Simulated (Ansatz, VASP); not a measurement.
# Two plane-wave programs on Rb

INCAR

```
ALGO = Fast
EDIFF = 1E-7
ENCUT = 520
ISIF = 2
ISMEAR = 0
LASPH = T
LCHARG = T
LELF = T
LREAL = F
LVHAR = T
LWAVE = F
NBANDS = 10
NELM = 60
PREC = Accurate
SIGMA = 0.15
```

Contents of KPOINTS:

```
k-points
0
Gamma
  14 14 14
```

POSCAR

```
Rb
1.0
   -2.6452745977      2.6452745977      2.6452745977
    2.6452745977     -2.6452745977      2.6452745977
    2.6452745977      2.6452745977     -2.6452745977
Rb
1
Direct
    0.0000000000      0.0000000000      0.0000000000
```

Input for Ansatz:

```yaml
crystal:
  lattice:
    - [-2.6452745977, 2.6452745977, 2.6452745977]
    - [2.6452745977, -2.6452745977, 2.6452745977]
    - [2.6452745977, 2.6452745977, -2.6452745977]
  atoms:
    - { symbol: Rb, position: [0.0, 0.0, 0.0] }
basis:
  ecutwfc: 420
kpoints:
  mp_grid: { grid: [14, 14, 14] }
hamiltonian:
  xc: lda
scf:
  occupations: { method: gaussian, width: 0.15 }
output:
  forces: true
  stress: true
  eigenvalues: true
  write_density: true
  write_potential: true
  elf: true
  volumetric_format: npy
```

Alike in both runs: task single point; functional LDA; k mesh 14 × 14 × 14; occupations gaussian, width 0.15 eV; no spin polarisation.

|  | VASP | Ansatz |
| --- | --- | --- |
| version | VASP 6.6.1 | Ansatz 0.2.0 |
| potentials or method | VASP PAW LDA potentials, release 64 (Rb_sv), cutoff 520 eV | scalar-relativistic, plane waves, PAW |
| valence electrons in the cell | 9 | 9 |

```tsv
	VASP	Ansatz	Ansatz less VASP
gap on the k mesh at the Fermi level (eV)	none	none	-
pressure (GPa)	0.2	0.2	0.00
```

LDA's correlation is that of Perdew and Zunger in VASP and of Perdew and Wang (1992) in Ansatz. A gap of «none» marks a metal or a gap that the smearing closes.
